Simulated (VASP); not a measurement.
Co:

```xyz
3
Lattice="3.9701 0.0000 0.0000 -1.9851 3.4382 0.0000 0.0000 0.0000 2.4337" Properties=species:S:1:pos:R:3 pbc="T T T"
Co    0.0000    0.0000    0.0000
Co    0.0000    2.2922    1.2168
Co    1.9851    1.1461    1.2168
```

| Quantity | Value |
| --- | --- |
| Program | VASP 6.6.1 |
| Task | relaxation of cell and atoms |
| Functional | RPBE |
| Potentials or basis | VASP PAW PBE potentials, release 64 (Co) |
| Cutoff | 600 eV |
| k mesh | 9 × 9 × 13 |
| Occupations | fermi-dirac, width 0.1 eV |
| Spin | no spin polarisation |

At the start: pressure -5.0 GPa; volume 11.07 Å³/atom.

Question: Where does the relaxation end?

Answer: Over 5 steps the energy falls by 4.4 meV/atom and the volume is 10.80 Å³/atom (-2.4 %); space group P6/mmm (No. 191, to 0.05 Å).

Step by step:
```tsv
step	energy change (eV)	largest force (eV/Å)	pressure (GPa)	volume (Å³)
1	0.0000	0.0000	-4.98	33.22
2	0.0015	0.0000	6.16	31.59
3	-0.0131	0.0000	0.10	32.40
4	-0.0131	0.0000	-0.04	32.42
5	-0.0131	0.0000	-0.01	32.41
```

Final structure:
```
Co
1.0
     3.93775    0.00000    0.00000
    -1.96887    3.41019    0.00000
     0.00000    0.00000    2.41389
Co
3
Direct
  0.00000 0.00000 0.00000
  0.33333 0.66667 0.50000
  0.66667 0.33333 0.50000
```

Caveat: the PAW data sets were made with another functional, which shifts forces and pressure a little; the run has no spin polarisation, though such a crystal can be magnetic.
